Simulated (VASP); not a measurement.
# Si5P13 in VASP: a series of runs, part 2 of 2

VASP 6.6.1. The steps go on from the part before.

### Step 4. Single point, PBE

Input file INCAR:

```
PREC = Accurate
ENCUT = 400
EDIFF = 1E-6
ISMEAR = -1
SIGMA = 0.2585
LREAL = Auto
LASPH = T
NELM = 120
ALGO = Normal
ISIF = 2
LWAVE = F
LCHARG = T
GGA = PE
LELF = T
LVHAR = T
ISYM = -1
NBANDS = 58
GGA_COMPAT = F
```

Input file KPOINTS:

```
explicit points
1
Reciprocal
  0.25000000   0.25000000   0.25000000 1
```

Input file POSCAR:

```
Si5P13
1.0
    7.0479230000      0.0446470000      0.1733930000
    0.0446470000      7.0511420000     -0.0312760000
    0.1733930000     -0.0312760000      7.0375900000
Si P
5 13
Direct
    0.7590509417      0.4101327466      0.5247340626
    0.4186956593      0.6693176055      0.7616697877
    0.1726414362      0.5075721625      1.2350145448
    0.4508099799      0.3735833218     -0.1021113908
    0.7950023453     -0.2305142928      0.4072278427
    0.7618319152      0.9012349922      0.7477111773
    0.5271013876      1.0264509812      0.5726473963
    0.3998136007      0.2482476677      0.2707837931
    0.6401096788      0.9984240013      0.0167344462
    0.0972701661      0.2699019115      0.4902968895
    0.1212871821      0.7760157352      0.4440865864
    0.1323663954      0.8394223126      0.7977262622
    0.9023670273      0.5034728453      0.0380645208
   -0.0155302214     -0.0505877220      0.2411884821
   -0.0217764767      0.5293772155      0.7375835606
    0.6733962497      0.3377626574      0.1278482647
    0.4717094638      0.5940064042      0.4646347720
    1.2794559431      1.0344413718      0.9778383628
```

Potentials or basis: VASP PAW PBE potentials, release 64 (Si, P).

Run with:

```sh
> cat potpaw_PBE.64/Si/POTCAR potpaw_PBE.64/P/POTCAR > POTCAR
> mpirun -np 1 vasp_std > vasp.out
```

OUTCAR:

```text
PREC = Accurate
   ENCUT = 400
   EDIFF = 1E-6
   ISMEAR = -1
   LREAL = Auto
   LASPH = T
   NELM = 120
   ISIF = 2
   GGA = PE
   ISYM = -1

 ion  position               nearest neighbor table
   1  0.759  0.410  0.525-  15 2.36  17 2.45  10 2.57   5 2.68  16 2.93
   2  0.419  0.669  0.762-  17 2.17   4 2.32  12 2.34   6 2.94   7 2.95
   3  0.173  0.508  0.235-  11 2.40  13 2.41   8 2.44  10 2.51  17 2.79   4 3.13
   4  0.451  0.374  0.898-   2 2.32  16 2.32  18 2.74   8 2.79   3 3.13
   5  0.795  0.769  0.407-  14 2.16  11 2.33   6 2.56  17 2.62   1 2.68   7 2.80
   6  0.762  0.901  0.748-   9 2.14   7 2.28   5 2.56  12 2.68   2 2.94
   7  0.527  0.026  0.573-   6 2.28   5 2.80   8 2.82   2 2.95
   8  0.400  0.248  0.271-  16 2.23   3 2.44  10 2.57  18 2.72   4 2.79   7 2.82  17 2.85   9 2.96

   9  0.640  0.998  0.017-   6 2.14  16 2.53  18 2.58   8 2.96
  10  0.097  0.270  0.490-   3 2.51   1 2.57   8 2.57  15 2.62
  11  0.121  0.776  0.444-  14 2.15   5 2.33   3 2.40  12 2.53  17 2.78  15 2.87
  12  0.132  0.839  0.798-  18 2.17   2 2.34  15 2.50  11 2.53   6 2.68
  13  0.902  0.503  0.038-  16 2.08  15 2.17   3 2.41
  14  0.984  0.949  0.241-  11 2.15   5 2.16  18 2.79
  15  0.978  0.529  0.738-  13 2.17   1 2.36  12 2.50  10 2.62  11 2.87
  16  0.673  0.338  0.128-  13 2.08   8 2.23   4 2.32   9 2.53   1 2.93
  17  0.472  0.594  0.465-   2 2.17   1 2.45   5 2.62  11 2.78   3 2.79   8 2.85
  18  0.279  0.034  0.978-  12 2.17   9 2.58   8 2.72   4 2.74  14 2.79

IMPORTANT INFORMATION: All symmetrisations will be switched off!
NOSYMM: (Re-)initialisation of all symmetry stuff for point group C_1.

----------------------------------------------------------------------------------------

                                     Primitive cell

  volume of cell :     349.5060

  direct lattice vectors                    reciprocal lattice vectors
     7.047923000  0.044647000  0.173393000     0.141977725 -0.000914520 -0.003502129
     0.044647000  7.051142000 -0.031276000    -0.000914520  0.141829685  0.000652842
     0.173393000 -0.031276000  7.037590000    -0.003502129  0.000652842  0.142183285

  length of vectors
[... 100 lines left out ...]
   IVDW    =     0    specifies the selected vdW correction
   LEPSILON=     F    determine dielectric tensor
   LRPA    =     F    only Hartree local field effects (RPA)
 non-spin polarized calculation
  energy-cutoff  :      400.00
  volume of cell :      349.51
 maximum number of plane-waves:      6349
 NGX is ok and might be reduce to    48
   NGX = 23   NGY = 23   NGZ = 23

 number of electron      85.0000000 magnetization

 Free energy of the ion-electron system (eV)
  ---------------------------------------------------
  ext. energy  EPLUGINS =         0.00000000
  ---------------------------------------------------
  free energy    TOTEN  =       -88.06327668 eV

  energy without entropy =      -86.21362911  energy(sigma->0) =      -87.13845290

 E-fermi :   6.1424     XC(G=0):  -9.7766

 val. band max:        6.1197986545   @ k =   0.2500   0.2500   0.2500
 cond. band min:       6.4495919517   @ k =   0.2500   0.2500   0.2500
 fundamental gap:      0.3297932972
 Fermi energy:         6.1424095797

 k-point     1 :       0.2500    0.2500    0.2500
  band No.  band energies     occupation
      1      -8.3137      2.00000
      2      -7.8496      2.00000
      3      -7.1293      2.00000
      4      -6.8376      2.00000
      5      -6.2083      2.00000
      6      -5.9067      2.00000
[... 46 lines left out ...]
     53       8.2875      0.00050
     54       8.6177      0.00014
 [bands above 54 left out]

------------------------ aborting loop because EDIFF is reached ----------------------------------------

  FORCE on cell =-STRESS in cart. coord.  units (eV):
  Direction    XX          YY          ZZ          XY          YZ          ZX
  --------------------------------------------------------------------------------------
  -------------------------------------------------------------------------------------
  Total       -1.7729799     -2.7952489     -3.4522631      5.6506086     -2.1224963      1.2060311
  in kB       -8.1275516    -12.8137549    -15.8255866     25.9030655     -9.7297769      5.5285905
  external PRESSURE =     -12.2556310 kB  Pullay stress =       0.0000000 kB

 VOLUME and BASIS-vectors are now :
 -----------------------------------------------------------------------------
  energy-cutoff  :      400.00
  volume of cell :      349.51
      direct lattice vectors                 reciprocal lattice vectors
     7.047923000  0.044647000  0.173393000     0.141977725 -0.000914520 -0.003502129
     0.044647000  7.051142000 -0.031276000    -0.000914520  0.141829685  0.000652842
     0.173393000 -0.031276000  7.037590000    -0.003502129  0.000652842  0.142183285

 POSITION                                       TOTAL-FORCE (eV/Angst)
 -----------------------------------------------------------------------------------
      5.45903      2.90938      3.81165        -0.448594     -0.660905     -0.123200
      3.11289      4.71433      5.41199         0.298208      0.724364      0.457429
      1.28018      3.57932      1.66800        -0.439481     -0.763777      0.333006
      3.34964      2.62623      6.38546        -0.114820     -1.179666     -0.074970
      5.70808      5.44851      2.97968        -1.387020     -0.588074      0.660409
      5.53922      6.36536      5.36599        -0.649936      0.291493     -0.789872
[... 10 lines left out ...]
      3.43166      4.19495      3.33312         0.377787     -0.235591     -0.760427
      2.14067      0.22475      6.92900         1.452349      1.688812      0.583754
 -----------------------------------------------------------------------------------
    total drift:                               -0.002529     -0.002824      0.000358

  FREE ENERGIE OF THE ION-ELECTRON SYSTEM (eV)
  ---------------------------------------------------
  free  energy   TOTEN  =       -88.0632766773 eV

  energy  without entropy=      -86.2136291147  energy(sigma->0) =      -87.13845290
```

Run time: 60 s. Hardware: 1 thread of Intel Xeon 8259CL, shared host; peak memory 0.3 GiB.

Results:

```yaml
Free_energy: -88.0633 eV
Pressure: -1.2 GPa
Largest_force: 2.303 eV/Å
Band_gap_on_the_k_mesh: zero (an odd number of electrons rules out a gap without spin polarisation)
```

Forces in eV/Å, atoms in the order of the input:
```
Si  -0.449 -0.661 -0.123
Si   0.298  0.724  0.457
Si  -0.439 -0.764  0.333
Si  -0.115 -1.180 -0.075
Si  -1.387 -0.588  0.660
P   -0.650  0.291 -0.790
P    0.928  0.483  0.140
P   -1.665 -0.439  1.098
P   -0.799  0.032  0.675
P   -0.342  0.449 -0.753
P    1.090 -0.079 -0.400
P   -0.137 -0.845 -0.385
P    1.291  0.824  0.174
P    0.454  1.850 -0.755
P    0.174 -0.431  0.093
P   -0.083 -1.121 -0.172
P    0.378 -0.236 -0.760
P    1.452  1.689  0.584
```

Caveat: the atoms stand as in a frame of molecular dynamics; so wide a smearing shifts energies and pressures; an odd number of electrons without spin polarisation forces a metal; a magnetic or distorted state may lie lower.

### Step 5. Overview

| cell | gap on the mesh (eV) | pressure (GPa) | largest force (eV/Å) |
| --- | --- | --- | --- |
| as given, atomic positions A | none | -0.5 | 4.02 |
| as given, atomic positions B | none | 1.1 | 3.20 |
| as given, atomic positions C | none | -1.2 | 2.30 |

Alike in all rows: task single point; level PBE; potentials or basis VASP PAW PBE potentials, release 64 (Si, P); no spin polarisation; k mesh 1 × 1 × 1, shifted; cutoff (eV) 400; smearing fermi-dirac 0.2585 eV.

Caveats: the atoms stand as in a frame of molecular dynamics; so wide a smearing shifts energies and pressures; an odd number of electrons without spin polarisation forces a metal; a magnetic or distorted state may lie lower.

Absolute energies hang on the potentials; compare differences alone.

The gap in the log of VASP goes by the Fermi energy; the results here count the filled bands.